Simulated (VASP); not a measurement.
# Ag (P6_3/mmc) in VASP: further runs

Runs on Ag. Level: revPBE. Tasks: single point.

Everything below comes from runs of VASP 6.6.1. Logs are shortened: lines on timing, memory, paths and dates and some standing lists are left out, and cuts for length are marked.

## 1. The cell of the first run

It takes space group P6_3/mmc (No. 194, hexagonal). Conventional cell: a = 2.897 Å, b = 2.897 Å, c = 4.686 Å, α = 90.00°, β = 90.00°, γ = 120.00°. Within 3.8 Å of Ag (site symmetry -6m2) lie 12 Ag at 2.88 to 2.90 Å.

## 2. Single point, revPBE (volume scaled by 0.92)

The input, INCAR:

```
SYSTEM = Ag
  ALGO = Normal
  EDIFF = 1E-6
  ENCUT = 520
  GGA = RE
  ISIF = 2
  ISMEAR = -1
  LASPH = .TRUE.
  LCHARG = .TRUE.
  LELF = .TRUE.
  LREAL = .FALSE.
  LVHAR = .TRUE.
  LWAVE = .FALSE.
  NBANDS = 18
  NELM = 80
  PREC = Accurate
  SIGMA = 0.1
```

The input, KPOINTS:

```
k-points
0
G
  14 14 8
  0 0 0
```

The input, POSCAR:

```
Ag
1.0
    2.8965423003      0.0000000000      0.0000000000
   -1.4482711501      2.5084792152      0.0000000000
    0.0000000000      0.0000000000      4.6855678808
Ag
2
Direct
    0.3333333333      0.6666666667      0.2500000000
    0.6666666667      0.3333333333      0.7500000000
```

Potentials or basis: VASP PAW PBE potentials, release 64 (Ag).

Started as:

```
$ cat potpaw_PBE.64/Ag/POTCAR > POTCAR
$ mpirun -np 1 vasp_std > vasp.out
```

OUTCAR:

```text
SYSTEM = Ag
   EDIFF = 1E-6
   ENCUT = 520
   GGA = RE
   ISIF = 2
   ISMEAR = -1
   LASPH = .TRUE.
   LREAL = .FALSE.
   NELM = 80
   PREC = Accurate

 ion  position               nearest neighbor table
   1  0.333  0.667  0.250-   2 2.88   2 2.88   2 2.88   2 2.88   2 2.88   2 2.88
   2  0.667  0.333  0.750-   1 2.88   1 2.88   1 2.88   1 2.88   1 2.88   1 2.88

  LATTYP: Found a hexagonal cell.
 ALAT       =     2.8965423003
 C/A-ratio  =     1.6176417932

  Lattice vectors:

 A1 = (   2.8965423003,   0.0000000000,   0.0000000000)
 A2 = (  -1.4482711501,   2.5084792152,   0.0000000000)
 A3 = (   0.0000000000,   0.0000000000,   4.6855678808)

Analysis of symmetry for initial positions (statically):
=====================================================================
 Subroutine PRICEL returns:
 Original cell was already a primitive cell.

 Routine SETGRP: Setting up the symmetry group for a
 hexagonal supercell.

 Subroutine GETGRP returns: Found 24 space group operations
 (whereof 12 operations were pure point group operations)
 out of a pool of 24 trial point group operations.

The static configuration has the point symmetry D_3d.
 The point group associated with its full space group is D_6h.

Analysis of symmetry for dynamics (positions and initial velocities):
=====================================================================
 Subroutine PRICEL returns:
 Original cell was already a primitive cell.

 Routine SETGRP: Setting up the symmetry group for a
 hexagonal supercell.

 Subroutine GETGRP returns: Found 24 space group operations
 (whereof 12 operations were pure point group operations)
 out of a pool of 24 trial point group operations.

The dynamic configuration has the point symmetry D_3d.
 The point group associated with its full space group is D_6h.

 Subroutine INISYM returns: Found 24 space group operations
 (whereof 12 operations are pure point group operations),
 and found     1 'primitive' translations

----------------------------------------------------------------------------------------

                                     Primitive cell

  volume of cell :      34.0449

  direct lattice vectors                    reciprocal lattice vectors
     2.896542300  0.000000000  0.000000000     0.345239218  0.199323956  0.000000000
    -1.448271150  2.508479215  0.000000000     0.000000000  0.398647911  0.000000000
     0.000000000  0.000000000  4.685567881     0.000000000  0.000000000  0.213421302

  length of vectors
     2.896542300  2.896542300  4.685567881     0.398647911  0.398647911  0.213421302

  position of ions in fractional coordinates (direct lattice)
     0.333333333  0.666666667  0.250000000
     0.666666667  0.333333333  0.750000000

  ion indices of the primitive-cell ions
   primitive index   ion index
                 1           1
                 2           2

----------------------------------------------------------------------------------------

 KPOINTS: k-points

Automatic generation of k-mesh.
 Grid dimensions read from file:
 generate k-points for:   14   14    8

 Generating k-lattice:

  Cartesian coordinates                     Fractional coordinates (reciprocal lattice)
     0.024659944  0.014237425  0.000000000     0.071428571  0.000000000  0.000000000
     0.000000000  0.028474851  0.000000000     0.000000000  0.071428571  0.000000000
     0.000000000  0.000000000  0.026677663     0.000000000  0.000000000  0.125000000

  Length of vectors
     0.028474851  0.028474851  0.026677663

  Shift w.r.t. Gamma in fractional coordinates (k-lattice)
     0.000000000  0.000000000  0.000000000

 Subroutine IBZKPT returns following result:
 ===========================================

 Found    120 irreducible k-points:

 Following reciprocal coordinates:
            Coordinates               Weight
  0.000000  0.000000  0.000000      1.000000
  0.071429  0.000000  0.000000      6.000000
  0.142857  0.000000  0.000000      6.000000
  0.214286  0.000000  0.000000      6.000000
  0.285714  0.000000  0.000000      6.000000
  0.357143  0.000000  0.000000      6.000000
[... 16 lines left out ...]
  0.285714  0.285714  0.000000      6.000000
  0.357143  0.285714  0.000000      6.000000
 [... further k-points ...]
   k-points           NKPTS =    120   k-points in BZ     NKDIM =    120   number of bands    NBANDS=     18
   number of dos      NEDOS =    301   number of ions     NIONS =      2
   total plane-waves  NPLWV =  20736
   dimension x,y,z NGX =    24 NGY =   24 NGZ =   36
   dimension x,y,z NGXF=    48 NGYF=   48 NGZF=   72
   ions per type =               2
   NGX,Y,Z   is equivalent  to a cutoff of  13.77, 13.77, 12.77 a.u.
   NGXF,Y,Z  is equivalent  to a cutoff of  27.55, 27.55, 25.55 a.u.
 SYSTEM =  Ag
   PREC   = accura    normal or accurate (medium, high low for compatibility)
   ISTART =      0    job   : 0-new  1-cont  2-samecut
   ICHARG =      2    charge: 1-file 2-atom 10-const
   ISPIN  =      1    spin polarized calculation?
   LNONCOLLINEAR =      F non collinear calculations
   LSORBIT =      F    spin-orbit coupling
   LASPH  =      T    aspherical Exc in radial PAW
   ENCUT  =  520.0 eV  38.22 Ry    6.18 a.u.   5.39  5.39  8.71*2*pi/ulx,y,z
   NELM   =     80;   NELMIN=  2; NELMDL= -5     # of ELM steps
   EDIFF  = 0.1E-05   stopping-criterion for ELM
   LREAL  =      F    real-space projection
   EDIFFG = 0.1E-04   stopping-criterion for IOM
   NSW    =      0    number of steps for IOM
   IBRION =     -1    ionic relax: 0-MD 1-quasi-New 2-CG
   NFREE  =      0    steps in history (QN), initial steepest desc. (CG)
   ISIF   =      2    stress and relaxation
   ISYM   =      2    0-nonsym 1-usesym 2-fastsym
   POTIM  = 0.5000    time-step for ionic-motion
   TEBEG  =    0.0;   TEEND  =   0.0 temperature during run
   PSTRESS=    0.0 pullay stress
   NELECT =      22.0000    total number of electrons
   NUPDOWN=      -1.0000    fix difference up-down
   EMIN   =  10.00;   EMAX   =-10.00  energy-range for DOS
   EFERMI =   0.00;   METHOD = LEGACY
   ISMEAR =    -1;   SIGMA  =   0.10  broadening in eV -4-tet -1-fermi 0-gaus
   EFERMI_NEDOS =   21; number of points for ismear=-14 and -15
   IALGO  =     38    algorithm
   IMIX   =      4    mixing-type and parameters
     AMIX     =   0.40;   BMIX     =  1.00
     AMIX_MAG =   1.60;   BMIX_MAG =  1.00
  volume/ion in A,a.u.               =      17.02       114.87
  Fermi-wavevector in a.u.,A,eV,Ry     =   1.415353  2.674630 27.255529  2.003225
  Thomas-Fermi vector in A             =   2.536801
   LORBIT       =      0    0 simple, 1 ext, 2 COOP (PROOUT), +10 PAW based schemes
   GGA     = RE    functional components
   LHFCALC =     F    Hartree Fock is set to
   AEXX    =    0.0000 exact exchange contribution
   IVDW    =     0    specifies the selected vdW correction
   LEPSILON=     F    determine dielectric tensor
   LRPA    =     F    only Hartree local field effects (RPA)
 non-spin polarized calculation
  energy-cutoff  :      520.00
  volume of cell :       34.04
 maximum number of plane-waves:       954
 NGX is ok and might be reduce to    24
   NGX = 11   NGY = 11   NGZ = 17

 number of electron      22.0000003 magnetization

 Free energy of the ion-electron system (eV)
  ---------------------------------------------------
  ext. energy  EPLUGINS =         0.00000000
  ---------------------------------------------------
  free energy    TOTEN  =        -4.52663349 eV

  energy without entropy =       -4.50793819  energy(sigma->0) =       -4.51728584

 E-fermi :   8.5389     XC(G=0): -12.1228

 val. band max:        8.5000194030   @ k =   0.0714   0.0714   0.1250
 cond. band min:       8.6318736938   @ k =   0.4286   0.0000   0.5000
 fundamental gap:      0.1318542908
 Fermi energy:         8.5388500131

 k-point     1 :       0.0000    0.0000    0.0000
  band No.  band energies     occupation
      1       0.7984      2.00000
      2       2.1499      2.00000
      3       3.7658      2.00000
      4       3.8216      2.00000
      5       3.8216      2.00000
      6       4.0692      2.00000
[... 10 lines left out ...]
     17      26.7448      0.00000
     18      26.7448      0.00000

 k-point     2 :       0.0714    0.0000    0.0000
  band No.  band energies     occupation
      1       0.9389      2.00000
      2       2.2300      2.00000
      3       3.6499      2.00000
      4       3.8959      2.00000
      5       3.9307      2.00000
      6       4.0433      2.00000
[... 10 lines left out ...]
     17      26.4424      0.00000
     18      27.1296      0.00000

 k-point     3 :       0.1429    0.0000    0.0000
  band No.  band energies     occupation
      1       1.3386      2.00000
      2       2.4303      2.00000
      3       3.5002      2.00000
      4       3.9452      2.00000
      5       4.0580      2.00000
      6       4.1097      2.00000
[... 10 lines left out ...]
     17      26.6355      0.00000
     18      26.9077      0.00000

 k-point     4 :       0.2143    0.0000    0.0000
  band No.  band energies     occupation
      1       1.9034      2.00000
      2       2.5991      2.00000
      3       3.4546      2.00000
      4       3.6295      2.00000
      5       3.8957      2.00000
      6       4.0673      2.00000
[... 10 lines left out ...]
     17      24.9207      0.00000
     18      26.5362      0.00000

 k-point     5 :       0.2857    0.0000    0.0000
  band No.  band energies     occupation
      1       2.3613      2.00000
      2       2.5750      2.00000
      3       3.1878      2.00000
      4       3.7161      2.00000
      5       3.9194      2.00000
      6       3.9587      2.00000
[... 10 lines left out ...]
     17      23.6843      0.00000
     18      25.5530      0.00000

 k-point     6 :       0.3571    0.0000    0.0000
  band No.  band energies     occupation
      1       2.3636      2.00000
      2       2.5853      2.00000
      3       2.8404      2.00000
      4       3.7965      2.00000
      5       4.0917      2.00000
      6       4.1856      2.00000
[... 10 lines left out ...]
     17      21.3416      0.00000
     18      25.0576      0.00000

 k-point     7 :       0.4286    0.0000    0.0000
  band No.  band energies     occupation
      1       2.2503      2.00000
      2       2.5758      2.00000
      3       2.6237      2.00000
      4       3.7160      2.00000
      5       4.1053      2.00000
      6       4.2268      2.00000
[... 10 lines left out ...]
     17      19.8035      0.00000
     18      24.5609      0.00000

 k-point     8 :       0.5000    0.0000    0.0000
  band No.  band energies     occupation
      1       2.2063      2.00000
      2       2.5504      2.00000
      3       2.5618      2.00000
      4       3.6880      2.00000
      5       4.0776      2.00000
      6       4.2752      2.00000
[... 10 lines left out ...]
     17      19.1482      0.00000
     18      24.3904      0.00000
[... 229 lines left out ...]
     17      19.1870      0.00000
     18      23.1274      0.00000

 k-point    20 :       0.2143    0.2143    0.0000
  band No.  band energies     occupation
      1       2.8631      2.00000
      2       2.8692      2.00000
      3       2.9674      2.00000
      4       3.4013      2.00000
      5       3.6454      2.00000
      6       4.1266      2.00000
[... 10 lines left out ...]
     17      22.8812      0.00000
     18      23.0369      0.00000

 k-point    21 :       0.2857    0.2143    0.0000
  band No.  band energies     occupation
      1       2.6881      2.00000
      2       2.8287      2.00000
      3       2.9902      2.00000
      4       3.6194      2.00000
      5       3.6873      2.00000
      6       4.0696      2.00000
[... 10 lines left out ...]
     17      21.0466      0.00000
     18      22.1992      0.00000

 k-point    22 :       0.3571    0.2143    0.0000
  band No.  band energies     occupation
      1       2.5926      2.00000
      2       2.7686      2.00000
      3       2.9982      2.00000
      4       3.6430      2.00000
      5       3.8673      2.00000
      6       3.9506      2.00000
[... 10 lines left out ...]
     17      19.6204      0.00000
     18      21.9730      0.00000

 k-point    23 :       0.2857    0.2857    0.0000
  band No.  band energies     occupation
      1       2.6054      2.00000
      2       2.9930      2.00000
      3       3.0733      2.00000
      4       3.6267      2.00000
      5       3.6412      2.00000
      6       3.9224      2.00000
[... 10 lines left out ...]
     17      20.3133      0.00000
     18      20.4696      0.00000

 k-point    24 :       0.3571    0.2857    0.0000
  band No.  band energies     occupation
      1       2.5771      2.00000
      2       3.0432      2.00000
      3       3.1155      2.00000
      4       3.5959      2.00000
      5       3.6936      2.00000
      6       3.8248      2.00000
[... 10 lines left out ...]
     17      19.2119      0.00000
     18      20.2461      0.00000

 [... further k-points ...]

------------------------ aborting loop because EDIFF is reached ----------------------------------------

  FORCE on cell =-STRESS in cart. coord.  units (eV):
  Direction    XX          YY          ZZ          XY          YZ          ZX
  --------------------------------------------------------------------------------------
  -------------------------------------------------------------------------------------
  Total        1.6427660      1.6427660      1.8674353      0.0000000      0.0000000      0.0000000
  in kB       77.3096446     77.3096446     87.8827295      0.0000000      0.0000000      0.0000000
  external PRESSURE =      80.8340063 kB  Pullay stress =       0.0000000 kB

 VOLUME and BASIS-vectors are now :
 -----------------------------------------------------------------------------
  energy-cutoff  :      520.00
  volume of cell :       34.04
      direct lattice vectors                 reciprocal lattice vectors
     2.896542300  0.000000000  0.000000000     0.345239218  0.199323956  0.000000000
    -1.448271150  2.508479215  0.000000000     0.000000000  0.398647911  0.000000000
     0.000000000  0.000000000  4.685567881     0.000000000  0.000000000  0.213421302

 POSITION                                       TOTAL-FORCE (eV/Angst)
 -----------------------------------------------------------------------------------
     -0.00000      1.67232      1.17139         0.000000     -0.000000      0.000000
      1.44827      0.83616      3.51418        -0.000000      0.000000      0.000000
 -----------------------------------------------------------------------------------
    total drift:                               -0.000000      0.000000     -0.000000

  FREE ENERGIE OF THE ION-ELECTRON SYSTEM (eV)
  ---------------------------------------------------
  free  energy   TOTEN  =        -4.5266334887 eV

  energy  without entropy=       -4.5079381931  energy(sigma->0) =       -4.51728584
```

Wall time 20 s (1 thread of Intel Xeon 6975P-C (Granite Rapids), shared host); peak memory 0.19 GiB.

Results:

```
Free energy            : -4.5266 eV
Pressure               : 8.1 GPa
Band gap on the k mesh : zero (band 11 reaches 12.22 eV, above the bottom of band 12 at 5.11 eV)
```

Caveat: the PAW data sets were made with another functional, which shifts forces and pressure a little.

## 3. Single point, revPBE (volume scaled by 0.96)

The input, INCAR:

```
ALGO = Normal
EDIFF = 1E-6
ENCUT = 520
GGA = RE
ISIF = 2
ISMEAR = -1
LASPH = T
LCHARG = T
LELF = T
LREAL = F
LVHAR = T
LWAVE = F
NBANDS = 18
NELM = 100
PREC = Accurate
SIGMA = 0.1
```

The input, KPOINTS:

```
k-points
0
Gamma
  14 14 8
```

The input, POSCAR:

```
Ag
1.0
    2.9379270673      0.0000000000      0.0000000000
   -1.4689635337      2.5443194748      0.0000000000
    0.0000000000      0.0000000000      4.7525136095
Ag
2
Direct
    0.3333333333      0.6666666667      0.2500000000
    0.6666666667      0.3333333333      0.7500000000
```

Potentials or basis: VASP PAW PBE potentials, release 64 (Ag).

Started as:

```
$ cat potpaw_PBE.64/Ag/POTCAR > POTCAR
$ mpirun -np 1 vasp_std > vasp.out
```

Run time: 18 s. Hardware: 1 thread of Intel Xeon 6975P-C (Granite Rapids), shared host; peak memory 0.19 GiB.

The run converged. Its results:

```
Free energy            : -4.5796 eV
Pressure               : 3.4 GPa
Band gap on the k mesh : zero (band 11 reaches 11.54 eV, above the bottom of band 12 at 4.58 eV)
```

Stress tensor (GPa, compression positive):
```
3.15 0.00 0.00
0.00 3.15 0.00
0.00 0.00 3.98
```

Levels at points of the mesh, in eV from the Fermi level:
```csv
k point,band 7,band 8,band 9,band 10,band 11,band 12,band 13,band 14,band 15,band 16
"(0.00, 0.00, 0.00)",-4.35,-4.07,-4.07,-3.10,-3.10,-0.20,3.53,15.45,17.60,17.65
"(0.50, 0.00, 0.00)",-3.74,-3.00,-2.91,-2.86,0.11,1.43,6.81,7.05,9.15,10.18
"(0.00, 0.00, 0.50)",-4.37,-4.37,-3.39,-3.39,-3.39,-3.39,11.07,11.07,15.81,15.81
"(0.50, 0.00, 0.50)",-3.13,-3.13,-2.91,-2.91,0.82,0.82,4.37,4.37,13.27,13.27
```

Caveat: the PAW data sets were made with another functional, which shifts forces and pressure a little.

(Part 1 of 2 ends here.)
